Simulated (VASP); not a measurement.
# H (P1) in VASP: single point with PBE

Aim: the single point of H with PBE.

Everything below comes from runs of VASP 6.6.1. Logs are shortened: lines on timing, memory, paths and dates and some standing lists are left out, and cuts for length are marked.

## (1) The cell of the first run

The typed cell holds 4 atoms: a = 3.281 Å, b = 3.225 Å, c = 6.122 Å, α = 91.97°, β = 87.95°, γ = 118.85°.

## (2) Single point, PBE (atoms moved at random and the cell strained at random)

INCAR reads:

```
PREC = Accurate
ENCUT = 520
EDIFF = 1E-6
ISMEAR = 0
SIGMA = 0.02
LREAL = False
LASPH = True
NELM = 60
ALGO = Normal
ISIF = 2
LWAVE = False
LCHARG = False
GGA = PE
NBANDS = 10
```

KPOINTS reads:

```
Automatic mesh
0
Gamma
  8 8 4
```

POSCAR reads:

```
H
1.0
    1.6820688852     -2.8164714081      0.0570137226
    1.6273258531      2.7834348296     -0.0539474533
    0.0058718048     -0.1282326407      6.1203147495
H
4
Direct
    0.5361513459      0.4036496355      1.0059184156
    0.4665283150      0.6127907465     -0.0094123669
    0.4218472451      0.5433520929      0.5046307536
    0.5754730940      0.4402075250      0.4988647816
```

Potentials or basis: VASP PAW PBE potentials, release 64 (H).

Run with:

```sh
cat potpaw_PBE.64/H/POTCAR > POTCAR
mpirun -np 1 vasp_std > vasp.out
```

OUTCAR:

```text
PREC = Accurate
   ENCUT = 520
   EDIFF = 1E-6
   ISMEAR = 0
   LREAL = False
   LASPH = True
   NELM = 60
   ISIF = 2
   GGA = PE

 ion  position               nearest neighbor table
   1  0.536  0.404  0.006-   2 0.82
   2  0.467  0.613  0.991-   1 0.82
   3  0.422  0.543  0.505-   4 0.73
   4  0.575  0.440  0.499-   3 0.73

  LATTYP: Found a triclinic cell.
 ALAT       =     3.2810238481
 B/A-ratio  =     0.9828296314
 C/A-ratio  =     1.8657775940
 COS(alpha) =     0.0343227992
 COS(beta)  =     0.0358462027
 COS(gamma) =     0.4825267276

  Lattice vectors:

 A1 = (  -1.6820688852,   2.8164714081,  -0.0570137226)
 A2 = (   1.6273258531,   2.7834348296,  -0.0539474533)
 A3 = (  -0.0058718048,   0.1282326407,  -6.1203147495)

Analysis of symmetry for initial positions (statically):
=====================================================================
 Subroutine PRICEL returns:
 Original cell was already a primitive cell.

 Routine SETGRP: Setting up the symmetry group for a
 triclinic supercell.

 Subroutine GETGRP returns: Found  1 space group operations
 (whereof  1 operations were pure point group operations)
 out of a pool of  2 trial point group operations.

The static configuration has the point symmetry C_1 .

Analysis of symmetry for dynamics (positions and initial velocities):
=====================================================================
 Subroutine PRICEL returns:
 Original cell was already a primitive cell.

 Routine SETGRP: Setting up the symmetry group for a
 triclinic supercell.

 Subroutine GETGRP returns: Found  1 space group operations
 (whereof  1 operations were pure point group operations)
 out of a pool of  2 trial point group operations.

The dynamic configuration has the point symmetry C_1 .

 Subroutine INISYM returns: Found  1 space group operations
 (whereof  1 operations are pure point group operations),
 and found     1 'primitive' translations

----------------------------------------------------------------------------------------

                                     Primitive cell

  volume of cell :      56.6826

  direct lattice vectors                    reciprocal lattice vectors
     1.682068885 -2.816471408  0.057013723     0.300419620 -0.175716266 -0.003969823
     1.627325853  2.783434830 -0.053947453     0.303979811  0.181615656  0.003513568
     0.005871805 -0.128232641  6.120314750    -0.000119129  0.003237732  0.163458241

  length of vectors
     3.281023848  3.224687459  6.121660781     0.348057342  0.354119072  0.163490347

  position of ions in fractional coordinates (direct lattice)
     0.536151346  0.403649636  0.005918416
     0.466528315  0.612790746  0.990587633
     0.421847245  0.543352093  0.504630754
     0.575473094  0.440207525  0.498864782

  ion indices of the primitive-cell ions
   primitive index   ion index
                 1           1
                 2           2
                 3           3
                 4           4

----------------------------------------------------------------------------------------

 KPOINTS: Automatic mesh

Automatic generation of k-mesh.
 Grid dimensions read from file:
 generate k-points for:    8    8    4

 Generating k-lattice:

  Cartesian coordinates                     Fractional coordinates (reciprocal lattice)
     0.037552452 -0.021964533 -0.000496228     0.125000000 -0.000000000  0.000000000
     0.037997476  0.022701957  0.000439196    -0.000000000  0.125000000 -0.000000000
    -0.000029782  0.000809433  0.040864560     0.000000000  0.000000000  0.250000000

  Length of vectors
     0.043507168  0.044264884  0.040872587

  Shift w.r.t. Gamma in fractional coordinates (k-lattice)
     0.000000000  0.000000000  0.000000000

 Subroutine IBZKPT returns following result:
 ===========================================

 Found    132 irreducible k-points:

 Following reciprocal coordinates:
            Coordinates               Weight
  0.000000  0.000000  0.000000      1.000000
  0.125000  0.000000  0.000000      2.000000
  0.250000  0.000000  0.000000      2.000000
  0.375000  0.000000  0.000000      2.000000
  0.500000  0.000000  0.000000      1.000000
  0.000000  0.125000 -0.000000      2.000000
[... 16 lines left out ...]
  0.125000  0.375000  0.000000      2.000000
  0.250000  0.375000  0.000000      2.000000
 [... further k-points ...]
   k-points           NKPTS =    132   k-points in BZ     NKDIM =    132   number of bands    NBANDS=     10
   number of dos      NEDOS =    301   number of ions     NIONS =      4
   total plane-waves  NPLWV =  27648
   dimension x,y,z NGX =    24 NGY =   24 NGZ =   48
   dimension x,y,z NGXF=    48 NGYF=   48 NGZF=   96
   ions per type =               4
   NGX,Y,Z   is equivalent  to a cutoff of  12.16, 12.37, 13.04 a.u.
   NGXF,Y,Z  is equivalent  to a cutoff of  24.32, 24.75, 26.07 a.u.
 SYSTEM =  unknown system
   PREC   = accura    normal or accurate (medium, high low for compatibility)
   ISTART =      0    job   : 0-new  1-cont  2-samecut
   ICHARG =      2    charge: 1-file 2-atom 10-const
   ISPIN  =      1    spin polarized calculation?
   LNONCOLLINEAR =      F non collinear calculations
   LSORBIT =      F    spin-orbit coupling
   LASPH  =      T    aspherical Exc in radial PAW
   ENCUT  =  520.0 eV  38.22 Ry    6.18 a.u.   6.10  6.00 11.38*2*pi/ulx,y,z
   NELM   =     60;   NELMIN=  2; NELMDL= -5     # of ELM steps
   EDIFF  = 0.1E-05   stopping-criterion for ELM
   LREAL  =      F    real-space projection
   EDIFFG = 0.1E-04   stopping-criterion for IOM
   NSW    =      0    number of steps for IOM
   IBRION =     -1    ionic relax: 0-MD 1-quasi-New 2-CG
   NFREE  =      0    steps in history (QN), initial steepest desc. (CG)
   ISIF   =      2    stress and relaxation
   ISYM   =      2    0-nonsym 1-usesym 2-fastsym
   POTIM  = 0.5000    time-step for ionic-motion
   TEBEG  =    0.0;   TEEND  =   0.0 temperature during run
   PSTRESS=    0.0 pullay stress
   NELECT =       4.0000    total number of electrons
   NUPDOWN=      -1.0000    fix difference up-down
   EMIN   =  10.00;   EMAX   =-10.00  energy-range for DOS
   EFERMI =   0.00;   METHOD = LEGACY
   ISMEAR =     0;   SIGMA  =   0.02  broadening in eV -4-tet -1-fermi 0-gaus
   EFERMI_NEDOS =   21; number of points for ismear=-14 and -15
   IALGO  =     38    algorithm
   IMIX   =      4    mixing-type and parameters
     AMIX     =   0.40;   BMIX     =  1.00
     AMIX_MAG =   1.60;   BMIX_MAG =  1.00
  volume/ion in A,a.u.               =      14.17        95.63
  Fermi-wavevector in a.u.,A,eV,Ry     =   0.676516  1.278430  6.227033  0.457674
  Thomas-Fermi vector in A             =   1.753852
   LORBIT       =      0    0 simple, 1 ext, 2 COOP (PROOUT), +10 PAW based schemes
   GGA     = PE    functional components
   LHFCALC =     F    Hartree Fock is set to
   AEXX    =    0.0000 exact exchange contribution
   IVDW    =     0    specifies the selected vdW correction
   LEPSILON=     F    determine dielectric tensor
   LRPA    =     F    only Hartree local field effects (RPA)
 non-spin polarized calculation
 Gauss-broadening in eV      SIGMA  =   0.02
  energy-cutoff  :      520.00
  volume of cell :       56.68
 maximum number of plane-waves:      1543
   NGX = 13   NGY = 11   NGZ = 23

 number of electron       4.0000001 magnetization

 Free energy of the ion-electron system (eV)
  ---------------------------------------------------
  ext. energy  EPLUGINS =         0.00000000
  ---------------------------------------------------
  free energy    TOTEN  =       -13.47775428 eV

  energy without entropy =      -13.47775428  energy(sigma->0) =      -13.47775428

 E-fermi :  -8.1674     XC(G=0):  -4.8722

 val. band max:       -8.2829098133   @ k =   0.3750   0.3750   0.0000
 cond. band min:      -0.5325146269   @ k =   0.5000   0.5000   0.0000
 fundamental gap:      7.7503951864
 Fermi energy:        -8.1674156444

 k-point     1 :       0.0000    0.0000    0.0000
  band No.  band energies     occupation
      1     -10.3549      2.00000
      2      -9.4673      2.00000
      3       0.8621      0.00000
      4       3.9754      0.00000
      5       7.2921      0.00000
      6       8.4817      0.00000
      7       8.5974      0.00000
      8      10.8921      0.00000
      9      12.5063      0.00000
     10      13.1600      0.00000

 k-point     2 :       0.1250    0.0000    0.0000
  band No.  band energies     occupation
      1     -10.2231      2.00000
      2      -9.3572      2.00000
      3       1.1365      0.00000
      4       3.5158      0.00000
      5       6.8572      0.00000
      6       7.1596      0.00000
      7       9.0299      0.00000
      8      10.9463      0.00000
      9      11.1692      0.00000
     10      12.9476      0.00000

 k-point     3 :       0.2500    0.0000    0.0000
  band No.  band energies     occupation
      1      -9.8783      2.00000
      2      -9.0730      2.00000
      3       1.9421      0.00000
      4       2.3585      0.00000
      5       5.1600      0.00000
      6       6.6589      0.00000
      7       8.4313      0.00000
      8       9.6542      0.00000
      9      11.2106      0.00000
     10      11.8347      0.00000
[... 248 lines left out ...]
 k-point    23 :       0.1250    0.3750    0.0000
  band No.  band energies     occupation
      1      -9.2612      2.00000
      2      -8.4684      2.00000
      3       0.6681      0.00000
      4       3.2953      0.00000
      5       4.3236      0.00000
      6       4.5456      0.00000
      7       6.9648      0.00000
      8       7.4683      0.00000
      9       9.8042      0.00000
     10      11.9097      0.00000

 k-point    24 :       0.2500    0.3750    0.0000
  band No.  band energies     occupation
      1      -9.0939      2.00000
      2      -8.3298      2.00000
      3       0.7297      0.00000
      4       2.8579      0.00000
      5       3.2764      0.00000
      6       5.4139      0.00000
      7       5.7941      0.00000
      8       7.4064      0.00000
      9       9.2336      0.00000
     10      11.0234      0.00000

 [... further k-points ...]

------------------------ aborting loop because EDIFF is reached ----------------------------------------

  FORCE on cell =-STRESS in cart. coord.  units (eV):
  Direction    XX          YY          ZZ          XY          YZ          ZX
  --------------------------------------------------------------------------------------
  -------------------------------------------------------------------------------------
  Total       -0.0787184     -0.7877128      0.0546508     -0.4808595      0.2114258      0.0553000
  in kB       -2.2250351    -22.2652899      1.5447443    -13.5918526      5.9761080      1.5630948
  external PRESSURE =      -7.6485269 kB  Pullay stress =       0.0000000 kB

 VOLUME and BASIS-vectors are now :
 -----------------------------------------------------------------------------
  energy-cutoff  :      520.00
  volume of cell :       56.68
      direct lattice vectors                 reciprocal lattice vectors
     1.682068885 -2.816471408  0.057013723     0.300419620 -0.175716266 -0.003969823
     1.627325853  2.783434830 -0.053947453     0.303979811  0.181615656  0.003513568
     0.005871805 -0.128232641  6.120314750    -0.000119129  0.003237732  0.163458241

 POSITION                                       TOTAL-FORCE (eV/Angst)
 -----------------------------------------------------------------------------------
      1.55875     -0.38728      0.04501         0.529673      1.837658     -0.247979
      1.78776      0.26467      6.05625        -0.529264     -1.836992      0.252516
      1.59675      0.25955      3.08324        -0.114319      0.904319      0.023583
      1.68728     -0.45949      3.06227         0.113910     -0.904986     -0.028119
 -----------------------------------------------------------------------------------
    total drift:                                0.000119     -0.000111     -0.000030

  FREE ENERGIE OF THE ION-ELECTRON SYSTEM (eV)
  ---------------------------------------------------
  free  energy   TOTEN  =       -13.4777542832 eV

  energy  without entropy=      -13.4777542832  energy(sigma->0) =      -13.47775428
```

It took 37 s on 1 thread of Intel Xeon Platinum 8488C (Sapphire Rapids), shared host; peak memory 0.19 GiB.

What came out:

* Free energy: -13.4778 eV
* Pressure: -0.8 GPa
* Largest force: 1.928 eV/Å
* Band gap on the k mesh: 7.75 eV, indirect (least direct gap 7.77 eV)

Forces on the atoms (eV/Å):
```
H    0.530  1.838 -0.248
H   -0.529 -1.837  0.253
H   -0.114  0.904  0.024
H    0.114 -0.905 -0.028
```

Stress tensor (GPa, compression positive):
```
-0.22 -1.36  0.16
-1.36 -2.23  0.60
 0.16  0.60  0.15
```

Caveat: the cell differs from its parent crystal (atoms moved at random and the cell strained at random); forces of over 1 eV/Å act on the atoms, so gaps and moduli don't describe the material at rest. A k mesh can miss the band edges.
